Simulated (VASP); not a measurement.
# Te2Mo (P6_3/mmc) in VASP: settings compared

Aim: see how the results for Te2Mo move with the level of theory and the settings. Levels: revPBE, PBEsol+D3(BJ), PBEsol+D4. Tasks: single point.

All numbers are computed with VASP 6.6.1; they aren't measurements. Logs are shortened: lines on timing, memory, paths and dates and some standing lists are left out, and cuts for length are marked.

**What was measured.**

From “Broadband infrared study of pressure-tunable Fano resonance and metallization transition in 2H-MoTe2”, 2022, pmc:9569381, for a bulk crystal of Te2Mo at 300 K: band gap 0.88 ± 0.05 eV (indirect).

The results are compared with them further down.

**1. The cell of the first run**

It takes space group P6_3/mmc (No. 194, hexagonal). Conventional cell: a = 3.581 Å, b = 3.581 Å, c = 19.764 Å, α = 90.00°, β = 90.00°, γ = 120.00°. Within 3.6 Å of Te (site symmetry 3m) lie 3 Mo at 2.75 Å and 6 Te at 3.58 Å. Mo (site symmetry -6m2) has 6 Te at 2.75 Å and 6 Mo at 3.58 Å within 3.6 Å.

**2. Single point, revPBE**

INCAR

```
SYSTEM = Te2Mo
ALGO = Normal ; EDIFF = 1E-7
ENCUT = 520 ; GGA = RE
ISIF = 2 ; ISMEAR = -1
LASPH = .True. ; LCHARG = .False.
LREAL = .False. ; LWAVE = .False.
NBANDS = 35 ; NELM = 80
PREC = Accurate ; SIGMA = 0.05
```

KPOINTS

```
k-points
0
Gamma
  9 9 2
  0 0 0
```

POSCAR

```
Te2Mo
1.0
    3.5810851211      0.0000000000      0.0000000000
   -1.7905425606      3.1013106880      0.0000000000
    0.0000000000      0.0000000000     19.7639730898
Te Mo
4 2
Direct
    0.6666666667      0.3333333333      0.3414805438
    0.3333333333      0.6666666667      0.8414805438
    0.6666666667      0.3333333333      0.1585194562
    0.3333333333      0.6666666667      0.6585194562
    0.6666666667      0.3333333333      0.7500000000
    0.3333333333      0.6666666667      0.2500000000
```

Potentials or basis: VASP PAW PBE potentials, release 64 (Te, Mo_sv).

Started as:

```console
$ cat potpaw_PBE.64/Te/POTCAR potpaw_PBE.64/Mo_sv/POTCAR > POTCAR
$ mpirun -np 1 vasp_std > vasp.out
```

OUTCAR:

```text
SYSTEM = Te2Mo
   EDIFF = 1E-7
   ENCUT = 520
   GGA = RE
   ISIF = 2
   ISMEAR = -1
   LASPH = .True.
   LREAL = .False.
   NELM = 80
   PREC = Accurate

 ion  position               nearest neighbor table
   1  0.667  0.333  0.341-   6 2.75   6 2.75   6 2.75   3 3.62
   2  0.333  0.667  0.841-   5 2.75   5 2.75   5 2.75   4 3.62
   3  0.667  0.333  0.159-   6 2.75   6 2.75   6 2.75   1 3.62
   4  0.333  0.667  0.659-   5 2.75   5 2.75   5 2.75   2 3.62
   5  0.667  0.333  0.750-   2 2.75   4 2.75   2 2.75   4 2.75   2 2.75   4 2.75
   6  0.333  0.667  0.250-   1 2.75   3 2.75   1 2.75   3 2.75   1 2.75   3 2.75

  LATTYP: Found a hexagonal cell.
 ALAT       =     3.5810851211
 C/A-ratio  =     5.5189900328

  Lattice vectors:

 A1 = (   3.5810851211,   0.0000000000,   0.0000000000)
 A2 = (  -1.7905425606,   3.1013106880,   0.0000000000)
 A3 = (   0.0000000000,   0.0000000000,  19.7639730898)

Analysis of symmetry for initial positions (statically):
=====================================================================
 Subroutine PRICEL returns:
 Original cell was already a primitive cell.

 Routine SETGRP: Setting up the symmetry group for a
 hexagonal supercell.

 Subroutine GETGRP returns: Found 24 space group operations
 (whereof 12 operations were pure point group operations)
 out of a pool of 24 trial point group operations.

The static configuration has the point symmetry D_3d.
 The point group associated with its full space group is D_6h.

Analysis of symmetry for dynamics (positions and initial velocities):
=====================================================================
 Subroutine PRICEL returns:
 Original cell was already a primitive cell.

 Routine SETGRP: Setting up the symmetry group for a
 hexagonal supercell.

 Subroutine GETGRP returns: Found 24 space group operations
 (whereof 12 operations were pure point group operations)
 out of a pool of 24 trial point group operations.

The dynamic configuration has the point symmetry D_3d.
 The point group associated with its full space group is D_6h.

 Subroutine INISYM returns: Found 24 space group operations
 (whereof 12 operations are pure point group operations),
 and found     1 'primitive' translations

----------------------------------------------------------------------------------------

                                     Primitive cell

  volume of cell :     219.4998

  direct lattice vectors                    reciprocal lattice vectors
     3.581085121  0.000000000  0.000000000     0.279244968  0.161222157  0.000000000
    -1.790542561  3.101310688  0.000000000     0.000000000  0.322444315  0.000000000
     0.000000000  0.000000000 19.763973090     0.000000000  0.000000000  0.050597114

  length of vectors
     3.581085121  3.581085121 19.763973090     0.322444315  0.322444315  0.050597114

  position of ions in fractional coordinates (direct lattice)
     0.666666667  0.333333333  0.341480544
     0.333333333  0.666666667  0.841480544
     0.666666667  0.333333333  0.158519456
     0.333333333  0.666666667  0.658519456
     0.666666667  0.333333333  0.750000000
     0.333333333  0.666666667  0.250000000

  ion indices of the primitive-cell ions
   primitive index   ion index
                 1           1
                 2           2
                 3           3
                 4           4
                 5           5
                 6           6

----------------------------------------------------------------------------------------

 KPOINTS: k-points

Automatic generation of k-mesh.
 Grid dimensions read from file:
 generate k-points for:    9    9    2

 Generating k-lattice:

  Cartesian coordinates                     Fractional coordinates (reciprocal lattice)
     0.031027219  0.017913573  0.000000000     0.111111111 -0.000000000  0.000000000
     0.000000000  0.035827146  0.000000000     0.000000000  0.111111111  0.000000000
     0.000000000  0.000000000  0.025298557     0.000000000  0.000000000  0.500000000

  Length of vectors
     0.035827146  0.035827146  0.025298557

  Shift w.r.t. Gamma in fractional coordinates (k-lattice)
     0.000000000  0.000000000  0.000000000

 Subroutine IBZKPT returns following result:
 ===========================================

 Found     24 irreducible k-points:

 Following reciprocal coordinates:
            Coordinates               Weight
  0.000000  0.000000  0.000000      1.000000
  0.111111  0.000000  0.000000      6.000000
  0.222222  0.000000  0.000000      6.000000
  0.333333  0.000000  0.000000      6.000000
  0.444444  0.000000  0.000000      6.000000
  0.111111  0.111111  0.000000      6.000000
[... 16 lines left out ...]
  0.333333  0.222222  0.500000     12.000000
  0.333333  0.333333  0.500000      2.000000
   k-points           NKPTS =     24   k-points in BZ     NKDIM =     24   number of bands    NBANDS=     35
   number of dos      NEDOS =    301   number of ions     NIONS =      6
   total plane-waves  NPLWV = 117600
   dimension x,y,z NGX =    28 NGY =   28 NGZ =  150
   dimension x,y,z NGXF=    56 NGYF=   56 NGZF=  300
   ions per type =               4   2
   NGX,Y,Z   is equivalent  to a cutoff of  13.00, 13.00, 12.62 a.u.
   NGXF,Y,Z  is equivalent  to a cutoff of  26.00, 26.00, 25.23 a.u.
 SYSTEM =  Te2Mo
   PREC   = accura    normal or accurate (medium, high low for compatibility)
   ISTART =      0    job   : 0-new  1-cont  2-samecut
   ICHARG =      2    charge: 1-file 2-atom 10-const
   ISPIN  =      1    spin polarized calculation?
   LNONCOLLINEAR =      F non collinear calculations
   LSORBIT =      F    spin-orbit coupling
   LASPH  =      T    aspherical Exc in radial PAW
   ENCUT  =  520.0 eV  38.22 Ry    6.18 a.u.   6.66  6.66 36.75*2*pi/ulx,y,z
   NELM   =     80;   NELMIN=  2; NELMDL= -5     # of ELM steps
   EDIFF  = 0.1E-06   stopping-criterion for ELM
   LREAL  =      F    real-space projection
   EDIFFG = 0.1E-05   stopping-criterion for IOM
   NSW    =      0    number of steps for IOM
   IBRION =     -1    ionic relax: 0-MD 1-quasi-New 2-CG
   NFREE  =      0    steps in history (QN), initial steepest desc. (CG)
   ISIF   =      2    stress and relaxation
   ISYM   =      2    0-nonsym 1-usesym 2-fastsym
   POTIM  = 0.5000    time-step for ionic-motion
   TEBEG  =    0.0;   TEEND  =   0.0 temperature during run
   PSTRESS=    0.0 pullay stress
   NELECT =      52.0000    total number of electrons
   NUPDOWN=      -1.0000    fix difference up-down
   EMIN   =  10.00;   EMAX   =-10.00  energy-range for DOS
   EFERMI =   0.00;   METHOD = LEGACY
   ISMEAR =    -1;   SIGMA  =   0.05  broadening in eV -4-tet -1-fermi 0-gaus
   EFERMI_NEDOS =   21; number of points for ismear=-14 and -15
   IALGO  =     38    algorithm
   IMIX   =      4    mixing-type and parameters
     AMIX     =   0.40;   BMIX     =  1.00
     AMIX_MAG =   1.60;   BMIX_MAG =  1.00
  volume/ion in A,a.u.               =      36.58       246.88
  Fermi-wavevector in a.u.,A,eV,Ry     =   1.012973  1.914241 13.961134  1.026114
  Thomas-Fermi vector in A             =   2.146114
   LORBIT       =      0    0 simple, 1 ext, 2 COOP (PROOUT), +10 PAW based schemes
   GGA     = RE    functional components
   LHFCALC =     F    Hartree Fock is set to
   AEXX    =    0.0000 exact exchange contribution
   IVDW    =     0    specifies the selected vdW correction
   LEPSILON=     F    determine dielectric tensor
   LRPA    =     F    only Hartree local field effects (RPA)
 non-spin polarized calculation
  energy-cutoff  :      520.00
  volume of cell :      219.50
 maximum number of plane-waves:      5977
 NGX is ok and might be reduce to    28
   NGX = 13   NGY = 13   NGZ = 73

 number of electron      52.0000002 magnetization

 Free energy of the ion-electron system (eV)
  ---------------------------------------------------
  ext. energy  EPLUGINS =         0.00000000
  ---------------------------------------------------
  free energy    TOTEN  =       -34.02916341 eV

  energy without entropy =      -34.02915904  energy(sigma->0) =      -34.02916123

 E-fermi :   4.5029     XC(G=0):  -7.8358

 val. band max:        3.9876756921   @ k =   0.3333   0.3333   0.0000
 cond. band min:       5.0154998817   @ k =   0.3333   0.3333   0.0000
 fundamental gap:      1.0278241897
 Fermi energy:         4.5028943412

 k-point     1 :       0.0000    0.0000    0.0000
  band No.  band energies     occupation
      1     -56.7416      2.00000
      2     -56.7416      2.00000
      3     -30.8706      2.00000
      4     -30.8706      2.00000
      5     -30.7881      2.00000
      6     -30.7881      2.00000
[... 27 lines left out ...]
     34       7.2128      0.00000
     35       8.1068      0.00000

 k-point     2 :       0.1111    0.0000    0.0000
  band No.  band energies     occupation
      1     -56.7407      2.00000
      2     -56.7407      2.00000
      3     -30.8679      2.00000
      4     -30.8679      2.00000
      5     -30.8005      2.00000
      6     -30.8005      2.00000
[... 27 lines left out ...]
     34       7.0825      0.00000
     35       8.4214      0.00000

 k-point     3 :       0.2222    0.0000    0.0000
  band No.  band energies     occupation
      1     -56.7385      2.00000
      2     -56.7385      2.00000
      3     -30.8611      2.00000
      4     -30.8611      2.00000
      5     -30.8317      2.00000
      6     -30.8317      2.00000
[... 27 lines left out ...]
     34       7.3300      0.00000
     35       8.8530      0.00000
[... 723 lines left out ...]
 k-point    23 :       0.3333    0.2222    0.5000
  band No.  band energies     occupation
      1     -56.7336      2.00000
      2     -56.7336      2.00000
      3     -30.8776      2.00000
      4     -30.8776      2.00000
      5     -30.8461      2.00000
      6     -30.8461      2.00000
[... 27 lines left out ...]
     34       7.6724      0.00000
     35       8.7778      0.00000

 k-point    24 :       0.3333    0.3333    0.5000
  band No.  band energies     occupation
      1     -56.7332      2.00000
      2     -56.7332      2.00000
      3     -30.8680      2.00000
      4     -30.8680      2.00000
      5     -30.8541      2.00000
      6     -30.8541      2.00000
[... 27 lines left out ...]
     34       7.8928      0.00000
     35       9.0246      0.00000

------------------------ aborting loop because EDIFF is reached ----------------------------------------

  FORCE on cell =-STRESS in cart. coord.  units (eV):
  Direction    XX          YY          ZZ          XY          YZ          ZX
  --------------------------------------------------------------------------------------
  -------------------------------------------------------------------------------------
  Total       -0.0641622     -0.0641622      0.0385506      0.0000000      0.0000000      0.0000000
  in kB       -0.4683340     -0.4683340      0.2813892      0.0000000      0.0000000      0.0000000
  external PRESSURE =      -0.2184263 kB  Pullay stress =       0.0000000 kB

 VOLUME and BASIS-vectors are now :
 -----------------------------------------------------------------------------
  energy-cutoff  :      520.00
  volume of cell :      219.50
      direct lattice vectors                 reciprocal lattice vectors
     3.581085121  0.000000000  0.000000000     0.279244968  0.161222157  0.000000000
    -1.790542561  3.101310688  0.000000000     0.000000000  0.322444315  0.000000000
     0.000000000  0.000000000 19.763973090     0.000000000  0.000000000  0.050597114

 POSITION                                       TOTAL-FORCE (eV/Angst)
 -----------------------------------------------------------------------------------
      1.79054      1.03377      6.74901         0.000000      0.000000      0.004200
     -0.00000      2.06754     16.63100        -0.000000      0.000000      0.004200
      1.79054      1.03377      3.13297         0.000000     -0.000000     -0.004200
     -0.00000      2.06754     13.01496        -0.000000      0.000000     -0.004200
      1.79054      1.03377     14.82298         0.000000      0.000000      0.000000
     -0.00000      2.06754      4.94099        -0.000000      0.000000      0.000000
 -----------------------------------------------------------------------------------
    total drift:                               -0.000000      0.000000     -0.000000

  FREE ENERGIE OF THE ION-ELECTRON SYSTEM (eV)
  ---------------------------------------------------
  free  energy   TOTEN  =       -34.0291634118 eV

  energy  without entropy=      -34.0291590395  energy(sigma->0) =      -34.02916123
```

Wall time 2.6 min (1 thread of AMD EPYC 9R45 (Zen 5), shared host); peak memory 0.38 GiB.

Results:

* Free energy: -34.0292 eV
* Pressure: 0.0 GPa
* Largest force: 0.004 eV/Å
* Band gap on the k mesh: 1.03 eV, direct

Forces on the atoms (eV/Å):
```
Te   0.000  0.000  0.004
Te   0.000  0.000  0.004
Te   0.000  0.000 -0.004
Te   0.000  0.000 -0.004
Mo   0.000  0.000  0.000
Mo   0.000  0.000  0.000
```

Caveat: the PAW data sets were made with another functional, which shifts forces and pressure a little; spin-orbit coupling is left out, which moves the levels of the heavy elements.

(Continued in part 2 of 2.)
